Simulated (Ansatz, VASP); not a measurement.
# Zn2B3 in VASP and in Ansatz

File INCAR:

```
PREC = Accurate
ENCUT = 500
EDIFF = 1E-7
ISMEAR = 0
SIGMA = 0.2
LREAL = False
LASPH = True
NELM = 120
ALGO = Normal
ISIF = 3
LWAVE = False
LCHARG = False
GGA = PE
IBRION = 2
NSW = 36
EDIFFG = -0.08
GGA_COMPAT = False
NELMIN = 4
```

The input KPOINTS:

```
regular mesh
0
Gamma
  3 3 5
```

POSCAR

```
Zn2B3
1.0
    5.8792381600      0.0000000000      0.0000000000
    0.0000000000      5.8792381600      0.0000000000
    0.0000000000      0.0000000000      2.9727439700
Zn B
4 6
Direct
    0.8800000000      0.3800000000      0.0000000000
    0.6200000000      0.8800000000      0.0000000000
    0.1200000000      0.6200000000      0.0000000000
    0.3800000000      0.1200000000      0.0000000000
    0.6800000100      0.1800000100      0.5000000000
    0.8199999900      0.6800000100      0.5000000000
    0.3199999900      0.8199999900      0.5000000000
    0.1800000100      0.3199999900      0.5000000000
    0.5000000000      0.5000000000      0.0000000000
    0.0000000000      0.0000000000      0.0000000000
```

Input for Ansatz:

```yaml
crystal:
  lattice:
    - [5.87923816, 0.0, 0.0]
    - [0.0, 5.87923816, 0.0]
    - [0.0, 0.0, 2.97274397]
  atoms:
    - { symbol: Zn, position: [0.88, 0.38, 0.0] }
    - { symbol: Zn, position: [0.62, 0.88, 0.0] }
    - { symbol: Zn, position: [0.12, 0.62, 0.0] }
    - { symbol: Zn, position: [0.38, 0.12, 0.0] }
    - { symbol: B, position: [0.68000001, 0.18000001, 0.5] }
    - { symbol: B, position: [0.81999999, 0.68000001, 0.5] }
    - { symbol: B, position: [0.31999999, 0.81999999, 0.5] }
    - { symbol: B, position: [0.18000001, 0.31999999, 0.5] }
    - { symbol: B, position: [0.5, 0.5, 0.0] }
    - { symbol: B, position: [0.0, 0.0, 0.0] }
basis:
  ecutwfc: 420
kpoints:
  mp_grid: { grid: [3, 3, 5] }
hamiltonian:
  xc: pbe
scf:
  occupations: { method: gaussian, width: 0.2 }
  lower_state_search: "off"
output:
  forces: true
  stress: true
  eigenvalues: true
relax:
  adjacent_minimum: "off"
  f_tol: 0.08
  max_steps: 16
  cell: { stress_tol: 0.8 }
```

Change from the starting cell: species swapped into the Nb3Ga2 type (P4/mbm, No. 127).

Alike in both runs: task relaxation of cell and atoms; functional PBE; k mesh 3 × 3 × 5; occupations gaussian, width 0.2 eV; no spin polarisation.

|  | VASP | Ansatz |
| --- | --- | --- |
| version | VASP 6.6.1 | Ansatz 0.2.0 |
| potentials or method | VASP PAW PBE potentials, release 64 (Zn, B), cutoff 500 eV | scalar-relativistic, plane waves, PAW |
| valence electrons in the cell | 66 | 66 |

VASP gave:

* gap on the k mesh at the Fermi level, each at its own relaxed structure (eV): none
* relaxed volume (Å³/atom): 11.16
* relaxed cell length with the largest relative difference (Å): 3.108

Which values does Ansatz return?

gap on the k mesh at the Fermi level, each at its own relaxed structure (eV): none; relaxed volume (Å³/atom): 11.20; relaxed cell length with the largest relative difference (Å): 3.114.

A gap of «none» marks a metal or a gap that the smearing closes.

The k mesh is coarse, so the values compare programs but aren't converged.
